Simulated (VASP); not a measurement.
Wanted: the native input for a VASP 6.6.1 run.

| Quantity | Value |
| --- | --- |
| Task | single point |
| Functional | PBE |
| Dispersion | D3(BJ) |
| Potentials or basis | VASP PAW PBE potentials, release 64 (Te, Ti_sv) |
| Cutoff | 520 eV |
| k mesh | 9 × 9 × 1 |
| Occupations | gaussian, width 0.1 eV |
| Spin | no spin polarisation |
| Dipole correction | yes |
| Further INCAR settings | ALGO = Normal; EDIFF = 1e-06; NBANDS = 33 |

The structure of TiTe2 lies in POSCAR:

```
TiTe2
1.0
    3.6786896756      0.0000000000      0.0000000000
   -1.8393448378      3.1858387117      0.0000000000
    0.0000000000      0.0000000000     24.5502267604
Te Ti
4 2
Direct
    0.3333333333      0.6666666667      0.1832976959
    0.6666666667      0.3333333333      0.3268855094
    1.3333333333      0.6666666667      0.4788189329
    1.6666666667      0.3333333333      0.6224067464
    0.0000000000      0.0000000000      0.2550916027
    1.0000000000      0.0000000000      0.5506128396
```

This cell differs from its parent crystal: layers slid over each other.

The input as run:

INCAR

```
PREC = Accurate
ENCUT = 520
EDIFF = 1E-6
ISMEAR = 0
SIGMA = 0.1
LREAL = F
LASPH = T
NELM = 60
ALGO = Normal
ISIF = 2
LWAVE = F
LCHARG = T
LDIPOL = T
IDIPOL = 3
DIPOL = 0.5 0.5 0.403
GGA = PE
IVDW = 12
LELF = T
LVHAR = T
LVACPOTAV = T
NBANDS = 33
```

KPOINTS

```
Automatic mesh
0
Gamma
  9 9 1
```

Potentials or basis: VASP PAW PBE potentials, release 64 (Te, Ti_sv).

Launch:

```sh
$ cat potpaw_PBE.64/Te/POTCAR potpaw_PBE.64/Ti_sv/POTCAR > POTCAR
$ mpirun -np 1 vasp_std > vasp.out
```

It gave:

| Quantity | Value |
| --- | --- |
| Largest force | 0.105 eV/Å |
| Band gap on the k mesh | zero (bands 24 and 25 overlap by 0.71 eV) |
| Dispersion energy per atom | -0.411 eV |

Caveat: the cell differs from its parent crystal (layers slid over each other); spin-orbit coupling is left out, which moves the levels of the heavy elements.

It took 110 s on 1 thread of Intel(R) Xeon(R) 6975P-C (Granite Rapids) (shared host), peak memory 0.42 GiB.
